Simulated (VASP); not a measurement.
# Ge3F2 (P-3m1) in VASP: a series of runs, part 3 of 3

VASP 6.6.1. Earlier steps stand in the parts before.

### Step 5. Single point, PBE

This run uses another cell than the first one, of 22.36 Å³/atom.

File INCAR:

```
PREC     = Accurate       # precision mode
ENCUT    = 520            # plane-wave cutoff, eV
EDIFF    = 1E-7           # SCF threshold, eV
ISMEAR   = 0              # smearing method
SIGMA    = 0.1            # smearing width, eV
LREAL    = F              # projectors in reciprocal space
LASPH    = T              # aspherical terms in the spheres
NELM     = 100            # most SCF steps
ALGO     = Normal         # electronic algorithm
ISIF     = 2              # what is computed and relaxed
LWAVE    = F              # write WAVECAR
LCHARG   = T              # write CHGCAR
GGA      = PE             # functional
LELF     = T              # ELF
LVHAR    = T            
NBANDS   = 36             # bands
```

File KPOINTS:

```
regular mesh
0
Gamma
  6 6 2
```

File POSCAR:

```
Ge3F2
1.0
    3.3158530185     -0.0000000030      0.0000000000
   -1.6579265066      2.8716129507      0.0000000000
    0.0000000000      0.0000000000     11.7394424151
Ge F
3 2
Direct
    0.3333333333      0.6666666667      0.9108456290
    0.6666666667      0.3333333333      0.0891543710
    0.0000000000      0.0000000000      0.5000000000
    0.3333333333      0.6666666667      0.3998007098
    0.6666666667      0.3333333333      0.6001992902
```

Potentials or basis: VASP PAW PBE potentials, release 64 (Ge_d, F).

On the command line:

```
cat potpaw_PBE.64/Ge_d/POTCAR potpaw_PBE.64/F/POTCAR > POTCAR
mpirun -np 1 vasp_std > vasp.out
```

OUTCAR:

```text
PREC = Accurate
   ENCUT = 520
   EDIFF = 1E-7
   ISMEAR = 0
   LREAL = F
   LASPH = T
   NELM = 100
   ISIF = 2
   GGA = PE

 ion  position               nearest neighbor table
   1  0.333  0.667  0.911-   2 2.84   2 2.84   2 2.84
   2  0.667  0.333  0.089-   1 2.84   1 2.84   1 2.84
   3  0.000  0.000  0.500-   4 2.25   5 2.25   4 2.25   5 2.25   5 2.25   4 2.25
   4  0.333  0.667  0.400-   3 2.25   3 2.25   3 2.25
   5  0.667  0.333  0.600-   3 2.25   3 2.25   3 2.25

  LATTYP: Found a hexagonal cell.
 ALAT       =     3.3158530185
 C/A-ratio  =     3.5403989108

  Lattice vectors:

 A1 = (   3.3158530185,  -0.0000000030,   0.0000000000)
 A2 = (  -1.6579265066,   2.8716129507,   0.0000000000)
 A3 = (   0.0000000000,   0.0000000000,  11.7394424151)

Analysis of symmetry for initial positions (statically):
=====================================================================
 Subroutine PRICEL returns:
 Original cell was already a primitive cell.

 Routine SETGRP: Setting up the symmetry group for a
[... 162 lines left out ...]
  energy without entropy =      -21.27992800  energy(sigma->0) =      -21.28922570

 E-fermi :   2.2192     XC(G=0):  -8.6422

 val. band max:        2.0215040379   @ k =   0.3333   0.0000   0.0000
 cond. band min:       2.2337216378   @ k =   0.3333   0.1667   0.0000
 fundamental gap:      0.2122175999
 Fermi energy:         2.2191740686

 k-point     1 :       0.0000    0.0000    0.0000
  band No.  band energies     occupation
      1     -23.6765      2.00000
      2     -23.6695      2.00000
      3     -23.6695      2.00000
      4     -23.6412      2.00000
      5     -23.6412      2.00000
      6     -22.5164      2.00000
[... 535 lines left out ...]
     35       6.2777      0.00000
     36       9.7703      0.00000

------------------------ aborting loop because EDIFF is reached ----------------------------------------

  FORCE on cell =-STRESS in cart. coord.  units (eV):
  Direction    XX          YY          ZZ          XY          YZ          ZX
  --------------------------------------------------------------------------------------
  -------------------------------------------------------------------------------------
  Total       -0.0018053     -0.0018053      0.0973367     -0.0000000     -0.0000000     -0.0000000
  in kB       -0.0258749     -0.0258749      1.3951423     -0.0000000     -0.0000000     -0.0000000
  external PRESSURE =       0.4477975 kB  Pullay stress =       0.0000000 kB

 VOLUME and BASIS-vectors are now :
 -----------------------------------------------------------------------------
  energy-cutoff  :      520.00
  volume of cell :      111.78
      direct lattice vectors                 reciprocal lattice vectors
     3.315853018 -0.000000003  0.000000000     0.301581522  0.174118173  0.000000000
    -1.657926507  2.871612951  0.000000000     0.000000000  0.348236346  0.000000000
     0.000000000  0.000000000 11.739442415     0.000000000  0.000000000  0.085182921

 POSITION                                       TOTAL-FORCE (eV/Angst)
 -----------------------------------------------------------------------------------
      0.00000      1.91441     10.69282         0.000000      0.000000     -0.011637
      1.65793      0.95720      1.04662         0.000000      0.000000      0.011637
      0.00000      0.00000      5.86972         0.000000      0.000000     -0.000000
      0.00000      1.91441      4.69344         0.000000     -0.000000     -0.028427
      1.65793      0.95720      7.04601        -0.000000      0.000000      0.028427
 -----------------------------------------------------------------------------------
    total drift:                                0.000000     -0.000000     -0.000000

  FREE ENERGIE OF THE ION-ELECTRON SYSTEM (eV)
  ---------------------------------------------------
  free  energy   TOTEN  =       -21.2985233960 eV

  energy  without entropy=      -21.2799280044  energy(sigma->0) =      -21.28922570
```

OSZICAR:

```text
N       E                     dE             d eps       ncg     rms          rms(c)
DAV:   1     0.651454394265E+03    0.65145E+03   -0.27996E+04  1236   0.368E+03
DAV:   2     0.105296473494E+03   -0.54616E+03   -0.52377E+03  1040   0.911E+02
DAV:   3    -0.138891486637E+02   -0.11919E+03   -0.11683E+03  1136   0.232E+02
DAV:   4    -0.226482584943E+02   -0.87591E+01   -0.86661E+01  1156   0.732E+01
DAV:   5    -0.228851377703E+02   -0.23688E+00   -0.23657E+00  1084   0.122E+01    0.746E+00
DAV:   6    -0.213074543995E+02    0.15777E+01   -0.55522E+00  1428   0.192E+01    0.270E+00
DAV:   7    -0.213136629199E+02   -0.62085E-02   -0.54044E-01  1068   0.362E+00    0.161E+00
DAV:   8    -0.213035090621E+02    0.10154E-01   -0.11118E-01  1256   0.246E+00    0.415E-01
DAV:   9    -0.213007434649E+02    0.27656E-02   -0.15441E-02  1544   0.128E+00    0.121E-01
DAV:  10    -0.212991990848E+02    0.15444E-02   -0.43033E-03  1236   0.447E-01    0.514E-02
DAV:  11    -0.212987375042E+02    0.46158E-03   -0.78396E-04  1280   0.226E-01    0.340E-02
DAV:  12    -0.212985183419E+02    0.21916E-03   -0.67085E-04  1284   0.174E-01    0.111E-02
DAV:  13    -0.212985195153E+02   -0.11734E-05   -0.92158E-05  1268   0.621E-02    0.786E-03
DAV:  14    -0.212985224842E+02   -0.29688E-05   -0.87139E-06  1312   0.273E-02    0.215E-03
DAV:  15    -0.212985232121E+02   -0.72797E-06   -0.14901E-06  1168   0.123E-02    0.957E-04
DAV:  16    -0.212985233269E+02   -0.11480E-06   -0.14935E-07   800   0.338E-03    0.326E-04
DAV:  17    -0.212985233960E+02   -0.69063E-07   -0.44806E-08   680   0.168E-03
   1 F= -.21298523E+02 E0= -.21289226E+02  d E =-.185954E-01
```

Wall time 1.9 min (1 thread of Intel Xeon Platinum 8175M at 2.50GHz (Skylake/Cascade Lake), shared host); peak memory 0.26 GiB.

What came out:

```
Free energy            : -21.2985 eV
Pressure               : 0.0 GPa
Largest force          : 0.028 eV/Å
Band gap on the k mesh : zero (bands 28 and 29 overlap by 2.60 eV)
```

Forces on the atoms (eV/Å):
```
Ge   0.000  0.000 -0.012
Ge   0.000  0.000  0.012
Ge   0.000  0.000  0.000
F    0.000  0.000 -0.028
F    0.000  0.000  0.028
```

Levels at points of the mesh, in eV from the Fermi level:
```
           k point  band 26  band 27  band 28  band 29  band 30  band 31
(0.00, 0.00, 0.00)    -3.80    -1.43     0.66     3.91     4.85     4.85
(0.50, 0.00, 0.00)    -2.78    -2.39    -1.51     1.41     2.02     2.23
(0.00, 0.00, 0.50)    -3.74    -1.52     0.81     3.61     4.85     4.85
(0.50, 0.00, 0.50)    -2.77    -2.41    -1.50     1.46     2.02     2.16
```

Caveat: the k points lie up to 0.36 Å⁻¹ apart, too coarse for converged energies and pressures of a metal.

### Step 6. Relaxation of cell and atoms, PBE

This run uses another cell than the first one, of 13.27 Å³/atom.

File INCAR:

```
SYSTEM = Ge3F2
  PREC = Accurate
  ENCUT = 600
  EDIFF = 1E-7
  ISMEAR = 0
  SIGMA = 0.1
  LREAL = .False.
  LASPH = .True.
  NELM = 60
  ALGO = Normal
  ISIF = 3
  LWAVE = .False.
  LCHARG = .False.
  GGA = PE
  IBRION = 2
  NSW = 90
  EDIFFG = -0.04
```

File KPOINTS:

```
regular mesh
0
Gamma
  6 6 2
  0 0 0
```

File POSCAR:

```
Ge3F2
1.0
    3.1421708900      0.0000000000      0.0000000000
   -1.5710854400      2.7211998100      0.0000000000
    0.0000000000      0.0000000000      7.7607541400
Ge F
3 2
Direct
    0.3333333300      0.6666666700      0.8335377000
    0.6666666700      0.3333333300      0.1664623000
    0.0000000000      0.0000000000      0.5000000000
    0.3333333300      0.6666666700      0.3332311500
    0.6666666700      0.3333333300      0.6667688500
```

Potentials or basis: VASP PAW PBE potentials, release 64 (Ge_d, F).

On the command line:

```
cat potpaw_PBE.64/Ge_d/POTCAR potpaw_PBE.64/F/POTCAR > POTCAR
mpirun -np 1 vasp_std > vasp.out
```

It took 15 min on 1 thread of Intel Xeon Platinum 8175M at 2.50GHz (Skylake/Cascade Lake), shared host; peak memory 0.23 GiB.

The run converged. Its results:

| Property | Result |
| --- | --- |
| Free energy | -21.0468 eV |
| Relaxed volume | 19.23 Å³/atom |
| Relaxed cell | a = 3.390 Å, b = 3.390 Å, c = 9.662 Å, α = 90.00°, β = 90.00°, γ = 120.00° |
| Space group after relaxing (to 0.1 Å) | P-3m1 (No. 164) |
| Pressure after relaxing | 0.2 GPa |
| Largest force after relaxing | 0.034 eV/Å |
| Band gap on the k mesh | zero (bands 28 and 29 overlap by 2.33 eV) |

Forces on the atoms (eV/Å):
```
Ge   0.000  0.000 -0.005
Ge   0.000  0.000  0.005
Ge   0.000  0.000  0.000
F    0.000  0.000 -0.034
F    0.000  0.000  0.034
```

Stress tensor (GPa, compression positive):
```
0.30 0.00 0.00
0.00 0.30 0.00
0.00 0.00 0.13
```

Final structure:
```yaml
crystal:
  lattice:
    - [3.38966, 0.00000, 0.00000]
    - [-1.69483, 2.93553, 0.00000]
    - [0.00000, 0.00000, 9.66163]
  atoms:
    - { symbol: Ge, position: [0.33333, 0.66667, 0.89932] }
    - { symbol: Ge, position: [0.66667, 0.33333, 0.10068] }
    - { symbol: Ge, position: [0.00000, 0.00000, 0.50000] }
    - { symbol: F, position: [0.33333, 0.66667, 0.38588] }
    - { symbol: F, position: [0.66667, 0.33333, 0.61412] }
```

Levels at points of the mesh, in eV from the Fermi level:
```
           k point  band 24  band 25  band 26  band 27  band 28  band 29  band 30  band 31  band 32  band 33
(0.00, 0.00, 0.00)    -5.61    -4.94    -4.02    -0.52     0.71     4.17     4.17     4.98     4.98     5.66
(0.50, 0.00, 0.00)    -5.44    -5.30    -2.66    -2.07    -1.21     1.50     1.52     3.07     3.57     3.94
(0.00, 0.00, 0.50)    -5.61    -5.29    -3.61    -1.08     1.39     4.15     4.15     5.00     5.01     5.01
(0.50, 0.00, 0.50)    -5.44    -5.27    -2.53    -2.29    -1.17     1.52     1.82     2.64     3.37     4.30
```

Caveat: the k points lie up to 0.36 Å⁻¹ apart in the final cell, too coarse for converged energies and pressures of a metal; the volume moved by over 15 % at a fixed basis, so the end points are rough.

### Step 7. Overview

| task | cell | k mesh | cutoff (eV) | gap on the mesh (eV) | pressure (GPa) | relaxed volume (Å³/atom) | largest force (eV/Å) |
| --- | --- | --- | --- | --- | --- | --- | --- |
| single point | a = 3.302, b = 3.302, c = 12.227 Å, angles 90.0, 90.0, 120.0°, 5 atoms, atomic positions A | 12 × 12 × 4 | 520 | none | 0.0 | - | 0.02 |
| relaxation of cell and atoms | relaxed from a = 3.316, b = 3.316, c = 11.739 Å, angles 90.0, 90.0, 120.0°, 5 atoms, atomic positions B | 12 × 12 × 4 | 600 | none | 0.0 | 22.24 | 0.01 |
| single point | a = 3.142, b = 3.142, c = 7.761 Å, angles 90.0, 90.0, 120.0°, 5 atoms, atomic positions C | 6 × 6 × 2 | 520 | none | 40.5 | - | 3.84 |
| single point | a = 3.316, b = 3.316, c = 11.739 Å, angles 90.0, 90.0, 120.0°, 5 atoms, atomic positions B | 6 × 6 × 2 | 520 | none | 0.0 | - | 0.03 |
| relaxation of cell and atoms | relaxed from a = 3.142, b = 3.142, c = 7.761 Å, angles 90.0, 90.0, 120.0°, 5 atoms, atomic positions C | 6 × 6 × 2 | 600 | none | 0.2 | 19.23 | 0.03 |

Alike in all rows: level PBE; potentials or basis VASP PAW PBE potentials, release 64 (Ge_d, F); no spin polarisation; smearing gaussian 0.1 eV.

Caveats: some runs use coarse meshes; forces of over 1 eV/Å act on the atoms, so gaps and moduli don't describe the material at rest (at least some runs); the volume moved by over 15 % at a fixed basis, so the end points are rough (at least some runs).

Total energies depend on the potentials used, so only differences within one code and one set of settings carry meaning.

The gap in the log of VASP goes by the Fermi energy; the results here count the filled bands.